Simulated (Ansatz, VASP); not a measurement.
**One calculation of CoO, two programs**

Contents of INCAR:

```
SYSTEM = CoO
  PREC = Accurate
  ENCUT = 520
  EDIFF = 1E-6
  ISMEAR = 1
  SIGMA = 0.15
  LREAL = .False.
  LASPH = .True.
  NELM = 150
  ALGO = Normal
  ISIF = 2
  LWAVE = .False.
  LCHARG = .True.
  ISPIN = 2
  MAGMOM = 2.5 -2.5 0 0
  LORBIT = 11
  LMAXMIX = 4
  GGA = PS
  LELF = .True.
  LVHAR = .True.
  NBANDS = 27
```

File KPOINTS:

```
regular mesh
0
Gamma
  8 8 5
  0 0 0
```

POSCAR

```
CoO
1.0
    3.2082694867      0.0000000000      0.0000000000
   -1.6041347433      2.7784422071      0.0000000000
    0.0000000000      0.0000000000      5.2460812572
Co O
2 2
Direct
    0.0000000000      0.0000000000      0.0034740000
    0.3333333333      0.6666666667      0.5033620000
    0.0000000000      0.0000000000      0.3716090000
    0.3333333333      0.6666666667      0.8715560000
```

Input for Ansatz:

```yaml
crystal:
  lattice:
    - [3.2082694866792276, 0.0, 0.0]
    - [-1.6041347433396138, 2.7784422071206625, 0.0]
    - [0.0, 0.0, 5.246081257179357]
  atoms:
    - { symbol: Co, position: [0.0, 0.0, 0.003474], spin: 2.5 }
    - { symbol: Co, position: [0.3333333333333333, 0.6666666666666666, 0.503362], spin: -2.5 }
    - { symbol: O, position: [0.0, 0.0, 0.371609] }
    - { symbol: O, position: [0.3333333333333333, 0.6666666666666666, 0.871556] }
basis:
  ecutwfc: 476.19925930478996
kpoints:
  mp_grid:
    grid: [8, 8, 5]
hamiltonian:
  xc: pbesol
  pseudopotentials:
    kind: paw
magnetization:
  spin_polarized: true
scf:
  occupations:
    method: cold
    width: 0.15
output:
  stress: true
```

Alike in both runs: task single point; functional PBEsol; k mesh 8 × 8 × 5; collinear spin.

|  | VASP | Ansatz |
| --- | --- | --- |
| version | VASP 6.6.1 | Ansatz 0.2.0 |
| potentials or method | VASP PAW PBE potentials, release 64 (Co, O), cutoff 520 eV | plane waves, PAW |
| occupations | methfessel-paxton of order 1, width 0.15 eV | cold, width 0.15 eV |
| valence electrons in the cell | 30 | 46 |

Ansatz gave:

| Item | Value |
| --- | --- |
| pressure (GPa) | -11.0 |
| traceless stress, the component that is largest in VASP (GPa) | 0.82 |
| net moment per atom (μB) | 0.00 |
| size of the moment on the site where the two differ most (μB) | 2.09 |

Question: What did VASP give for the same quantities?

Answer: Pressure (GPa): -10.9; traceless stress, the component that is largest in VASP (GPa): 0.86; net moment per atom (μB): 0.00; size of the moment on the site where the two differ most (μB): 2.26.

VASP's potentials were made for PBE, not for PBEsol. Site moments also hang on the region over which each program counts them. VASP's potentials hold 30 valence electrons a cell and Ansatz's 46, so a difference there can come from the potentials and not from the codes. Ansatz's warnings: stability check not made.
